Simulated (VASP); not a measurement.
Write the native input for VASP 6.6.1 that does the following.

```yaml
Task: single point
Functional: PBE
Potentials_or_basis: VASP PAW PBE potentials, release 64 (Pd, Os, F)
Cutoff: 520 eV
k_mesh: 12 × 12 × 12
Occupations: gaussian, width 0.1 eV
Spin: no spin polarisation
Dipole_correction: no
Further_INCAR_settings: ALGO = Normal; EDIFF = 1e-06; NBANDS = 24
```

The structure of Os2PdF lies in POSCAR:

```
Os2PdF
1.0
    2.0359254484      1.1754421057      4.2531930272
   -2.0359254484      1.1754421057      4.2531930272
    0.0000000000     -2.3508842114      4.2531930273
Pd Os F
1 2 1
Direct
    0.0000000000      0.0000000000      0.0000000000
    0.7983953074      0.7983953074      0.7983953074
    0.2016046926      0.2016046926      0.2016046926
    0.5000000000      0.5000000000      0.5000000000
```

One way to write it, as run:

INCAR

```
SYSTEM = Os2PdF
ALGO     = Normal         ! electronic algorithm
EDIFF    = 1E-6           ! SCF threshold, eV
ENCUT    = 520            ! plane-wave cutoff, eV
GGA      = PE             ! functional
ISIF     = 2              ! what is computed and relaxed
ISMEAR   = 0              ! smearing method
LASPH    = .TRUE.         ! aspherical terms in the spheres
LCHARG   = .TRUE.         ! write CHGCAR
LELF     = .TRUE.         ! ELF
LREAL    = .FALSE.        ! projectors in reciprocal space
LVHAR    = .TRUE.       
LWAVE    = .FALSE.        ! write WAVECAR
NBANDS   = 24             ! bands
NELM     = 80             ! most SCF steps
PREC     = Accurate       ! precision mode
SIGMA    = 0.1            ! smearing width, eV
```

KPOINTS

```
k-points
0
G
  12 12 12
  0 0 0
```

Potentials or basis: VASP PAW PBE potentials, release 64 (Pd, Os, F).

Launch:

```bash
$ cat potpaw_PBE.64/Pd/POTCAR potpaw_PBE.64/Os/POTCAR potpaw_PBE.64/F/POTCAR > POTCAR
$ mpirun -np 1 vasp_std > vasp.out
```

Results of the run:

```
Pressure               : -0.3 GPa
Largest force          : 0.035 eV/Å
Band gap on the k mesh : zero (an odd number of electrons rules out a gap without spin polarisation)
```

Caveat: spin-orbit coupling is left out, which moves the levels of the heavy elements; an odd number of electrons without spin polarisation forces a metal; a magnetic or distorted state may lie lower.

It took 2.7 min on 1 thread of AMD EPYC 9R45 96-Core Processor (Zen 5), on a shared host, peak memory 0.39 GiB.
